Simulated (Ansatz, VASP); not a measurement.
## One calculation of BC6, two programs

The input INCAR:

```
SYSTEM = BC6
  ALGO = Normal
  EDIFF = 1E-6
  EDIFFG = -0.04
  ENCUT = 600
  GGA = PE
  IBRION = 2
  ISIF = 3
  ISMEAR = 0
  ISYM = 0
  LASPH = .TRUE.
  LCHARG = .FALSE.
  LREAL = .FALSE.
  LWAVE = .FALSE.
  NELM = 100
  NSW = 90
  PREC = Accurate
  SIGMA = 0.1
```

Contents of KPOINTS:

```
k-points
0
G
  3 3 3
  0 0 0
```

The input POSCAR:

```
BC6
1.0
    4.9729980000     -0.1966600000      0.0225860000
   -0.1966600000      4.9296060000     -0.1069400000
    0.0225860000     -0.1069400000      4.8244630000
C B
12 2
Direct
    0.4447098171      0.9095105780      0.3635842190
    0.5200953743      0.1956362309      0.9204282351
    0.6661965700      0.5878416440      0.6243990189
    0.1587282980      0.5471468594      0.2167896237
    0.9483548538      0.9610192760      0.3943259108
    0.1710768600      0.5934443745      0.7282087371
    0.8822537672      0.4716632815      0.7430117527
    0.6940263045      0.8461436285      0.4619995903
    0.1774462063      0.7534690381      0.4526888336
    0.3901757685      0.9831415344      0.0836473711
    0.8012901780      0.2793287976      0.9503214107
    0.2430092517      0.7239143684      0.0007297732
    0.4162352316      0.4336505588      0.7447098008
    0.9839189984      0.2415605856      0.2053899892
```

Input for Ansatz:

```yaml
crystal:
  lattice:
    - [4.972998, -0.19666, 0.022586]
    - [-0.19666, 4.929606, -0.10694]
    - [0.022586, -0.10694, 4.824463]
  atoms:
    - { symbol: C, position: [0.4447098171, 0.909510578, 0.363584219] }
    - { symbol: C, position: [0.5200953743, 0.1956362309, 0.9204282351] }
    - { symbol: C, position: [0.66619657, 0.587841644, 0.6243990189] }
    - { symbol: C, position: [0.158728298, 0.5471468594, 0.2167896237] }
    - { symbol: C, position: [0.9483548538, 0.961019276, 0.3943259108] }
    - { symbol: C, position: [0.17107686, 0.5934443745, 0.7282087371] }
    - { symbol: C, position: [0.8822537672, 0.4716632815, 0.7430117527] }
    - { symbol: C, position: [0.6940263045, 0.8461436285, 0.4619995903] }
    - { symbol: C, position: [0.1774462063, 0.7534690381, 0.4526888336] }
    - { symbol: C, position: [0.3901757685, 0.9831415344, 0.0836473711] }
    - { symbol: C, position: [0.801290178, 0.2793287976, 0.9503214107] }
    - { symbol: C, position: [0.2430092517, 0.7239143684, 0.0007297732] }
    - { symbol: B, position: [0.4162352316, 0.4336505588, 0.7447098008] }
    - { symbol: B, position: [0.9839189984, 0.2415605856, 0.2053899892] }
  symmetry: { detect: false }
basis:
  ecutwfc: 420
kpoints:
  mp_grid: { grid: [3, 3, 3], shift: [0.0, 0.0, 0.0] }
hamiltonian:
  xc: pbe
scf:
  occupations: { method: gaussian, width: 0.1 }
  lower_state_search: "off"
output:
  forces: true
  stress: true
  eigenvalues: true
relax:
  adjacent_minimum: "off"
  f_tol: 0.04
  max_steps: 70
  cell: { stress_tol: 0.3 }
```

Alike in both runs: task relaxation of cell and atoms; functional PBE; k mesh 3 × 3 × 3; occupations gaussian, width 0.1 eV; no spin polarisation.

|  | VASP | Ansatz |
| --- | --- | --- |
| version | VASP 6.6.1 | Ansatz 0.2.0 |
| potentials or method | VASP PAW PBE potentials, release 64 (C, B), cutoff 600 eV | scalar-relativistic, plane waves, PAW |
| valence electrons in the cell | 54 | 54 |

|  | VASP | Ansatz | Ansatz less VASP |
| --- | --- | --- | --- |
| gap on the k mesh at the Fermi level, each at its own relaxed structure (eV) | 0.49 | 0.49 | 0.000 |
| relaxed volume (Å³/atom) | 7.33 | 7.34 | +0.007 |
| relaxed cell length with the largest relative difference (Å) | 5.078 | 5.080 | +0.0015 |

The k mesh is coarse, so the values compare programs but aren't converged.
